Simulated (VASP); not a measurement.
Runs of VASP 6.6.1 on Ti. The structure is that of space group Im-3m (No. 229), or close to it. The cells are those of the table. This isn't the form of Ti at room conditions, which is hcp.

| cell | gap on the mesh (eV) | pressure (GPa) |
| --- | --- | --- |
| a = 3.284 Å, 2 atoms | none | -2.8 |
| a = 3.154 Å, 2 atoms | none | (a) |
| a = 3.187 Å, 2 atoms | none | 7.9 |
| a = 3.349 Å, 2 atoms | none | -8.1 |
| a = 3.252 Å, 2 atoms | none | (b) |
| a = 3.317 Å, 2 atoms | none | -5.6 |
| a = 3.219 Å, 2 atoms | none | 4.0 |

Alike in all rows: task single point; level r2SCAN; potentials or basis VASP PAW PBE potentials, release 64 (Ti_sv); no spin polarisation; k mesh 16 × 16 × 16; cutoff (eV) 520; smearing gaussian 0.1 eV.

Question: Fill in the values left out.

Answer: (a) 12.3; (b) 0.4.

Caveats: the PAW data sets were made with another functional, which shifts forces and pressure a little; the cell stands under pressure (at least some runs); the cell stands under tension (at least some runs).

A gap of «none» marks levels without a gap at the run's occupations.
